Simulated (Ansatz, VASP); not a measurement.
**KF in VASP and in Ansatz**

Contents of INCAR:

```
SYSTEM = KF
PREC = Accurate
ENCUT = 520
EDIFF = 1E-6
ISMEAR = 0
SIGMA = 0.05
LREAL = .FALSE.
LASPH = .TRUE.
NELM = 80
ALGO = Normal
ISIF = 2
LWAVE = .FALSE.
LCHARG = .TRUE.
GGA = PS
LELF = .TRUE.
LVHAR = .TRUE.
NBANDS = 15
```

File KPOINTS:

```
Automatic mesh
0
G
  8 8 8
  0 0 0
```

File POSCAR:

```
KF
1.0
    3.2712470096      0.2044529381      0.2044529381
    0.2044529381      3.2712470096      0.2044529381
    0.2044529381      0.2044529381      3.2712470096
K F
1 1
Direct
    0.0000000000      0.0000000000      0.0000000000
    0.5000000000      0.5000000000      0.5000000000
```

Input for Ansatz:

```yaml
crystal:
  lattice:
    - [3.2712470096, 0.2044529381, 0.2044529381]
    - [0.2044529381, 3.2712470096, 0.2044529381]
    - [0.2044529381, 0.2044529381, 3.2712470096]
  atoms:
    - { symbol: K, position: [0.0, 0.0, 0.0] }
    - { symbol: F, position: [0.5, 0.5, 0.5] }
basis:
  ecutwfc: 420
kpoints:
  mp_grid: { grid: [8, 8, 8] }
hamiltonian:
  xc: pbesol
scf:
  occupations: { method: gaussian, width: 0.05 }
output:
  forces: true
  stress: true
  eigenvalues: true
```

Alike in both runs: task single point; functional PBEsol; k mesh 8 × 8 × 8; occupations gaussian, width 0.05 eV; no spin polarisation.

|  | VASP | Ansatz |
| --- | --- | --- |
| version | VASP 6.6.1 | Ansatz 0.2.0 |
| potentials or method | VASP PAW PBE potentials, release 64 (K_sv, F), cutoff 520 eV | scalar-relativistic, plane waves, PAW |
| valence electrons in the cell | 16 | 16 |

|  | VASP | Ansatz | Ansatz less VASP |
| --- | --- | --- | --- |
| gap on the k mesh at the Fermi level (eV) | 6.11 | 6.13 | +0.017 |
| least direct gap on the mesh (eV) | 6.11 | 6.13 | +0.017 |
| pressure (GPa) | -1.3 | -1.4 | -0.02 |
| traceless stress, the component that is largest in VASP (GPa) | 0.32 | 0.37 | +0.047 |

VASP's potentials were made for PBE, not for PBEsol.
